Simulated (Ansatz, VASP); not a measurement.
**One calculation of MgO, two programs**

Contents of INCAR:

```
PREC     = Accurate       # precision mode
ENCUT    = 600            # plane-wave cutoff, eV
EDIFF    = 1E-6           # SCF threshold, eV
ISMEAR   = -1             # smearing method
SIGMA    = 5E-4           # smearing width, eV
LREAL    = F              # projectors in reciprocal space
LASPH    = T              # aspherical terms in the spheres
NELM     = 120            # most SCF steps
ALGO     = Normal         # electronic algorithm
ISIF     = 2              # what is computed and relaxed
LWAVE    = F              # write WAVECAR
LCHARG   = F              # write CHGCAR
GGA      = PE             # functional
NBANDS   = 11             # bands
GGA_COMPAT= F
```

Contents of KPOINTS:

```
Automatic mesh
0
Gamma
  9 9 9
```

File POSCAR:

```
MgO
1.0
    0.0000000000      2.1285000000      2.1285000000
    2.1285000000      0.0000000000      2.1285000000
    2.1285000000      2.1285000000      0.0000000000
Mg O
1 1
Direct
    0.0000000000      0.0000000000      0.0000000000
    0.5000000000      0.5000000000      0.5000000000
```

Input for Ansatz:

```yaml
crystal:
  lattice:
    - [0.0, 2.1285, 2.1285]
    - [2.1285, 0.0, 2.1285]
    - [2.1285, 2.1285, 0.0]
  atoms:
    - { symbol: Mg, position: [0.0, 0.0, 0.0] }
    - { symbol: O, position: [0.5, 0.5, 0.5] }
hamiltonian:
  xc: pbe
  pseudopotentials: { kind: paw }
basis:
  ecutwfc: 420
kpoints:
  mp_grid: { grid: [9, 9, 9] }
scf:
  occupations: { method: fermi_dirac, width: 0.0005 }
  lower_state_search: "off"
  algorithm: density_mixing
  max_iter: 80
  mixing: {}
output:
  forces: true
  stress: true
```

Alike in both runs: task single point; functional PBE; k mesh 9 × 9 × 9; occupations fermi-dirac, width 0.0005 eV; no spin polarisation.

|  | VASP | Ansatz |
| --- | --- | --- |
| version | VASP 6.6.1 | Ansatz 0.2.0 |
| potentials or method | VASP PAW PBE potentials, release 64 (Mg, O), cutoff 600 eV | PAW, plane waves, scalar-relativistic |
| valence electrons in the cell | 8 | 16 |

|  | VASP | Ansatz | Ansatz less VASP |
| --- | --- | --- | --- |
| pressure (GPa) | -1.4 | -0.3 | +1.03 |

VASP's potentials hold 8 valence electrons a cell and Ansatz's 16, so a difference there can come from the potentials and not from the codes.
